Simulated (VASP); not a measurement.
Set up this calculation in VASP 6.6.1, as the native input.

* Task: single point
* Functional: PBE
* Potentials or basis: VASP PAW PBE potentials, release 64 (In_d, P)
* Cutoff: 520 eV
* k mesh: 6 × 6 × 6
* Occupations: gaussian, width 0.1 eV
* Spin: no spin polarisation
* Dipole correction: no
* Further INCAR settings: ALGO = Normal; EDIFF = 1e-06; NBANDS = 30

The structure of In3P lies in POSCAR:

```
In3P
1.0
    3.0453995800      1.7582622700      3.2782798600
   -3.0453995800      1.7582622700      3.2782798600
    0.0000000000     -3.5165245300      3.2782798600
In P
3 1
Direct
    0.0000000000      0.0000000000      0.5000000000
    0.5000000000      0.0000000000      0.0000000000
    0.0000000000      0.5000000000      0.0000000000
    0.0000000000      0.0000000000      0.0000000000
```

The cell was generated, and may not be a known phase.

These files were run (other wordings do the same):

INCAR

```
SYSTEM = In3P
  ALGO = Normal
  EDIFF = 1E-6
  ENCUT = 520
  GGA = PE
  ISIF = 2
  ISMEAR = 0
  LASPH = .TRUE.
  LCHARG = .FALSE.
  LREAL = .FALSE.
  LWAVE = .FALSE.
  NBANDS = 30
  NELM = 100
  PREC = Accurate
  SIGMA = 0.1
```

KPOINTS

```
k-points
0
G
  6 6 6
  0 0 0
```

Potentials or basis: VASP PAW PBE potentials, release 64 (In_d, P).

Run with:

```sh
$ cat potpaw_PBE.64/In_d/POTCAR potpaw_PBE.64/P/POTCAR > POTCAR
$ mpirun -np 1 vasp_std > vasp.out
```

It gave:

* Pressure: 18.1 GPa
* Band gap on the k mesh: zero (bands 22 and 23 overlap by 2.03 eV)

Caveat: the stress differs along the axes, from 16 to 22 GPa; spin-orbit coupling is left out, which moves the levels of the heavy elements.

Wall time 52 s on 1 thread of AMD EPYC 9R45 96-Core Processor (Zen 5) (shared host), peak memory 0.21 GiB.
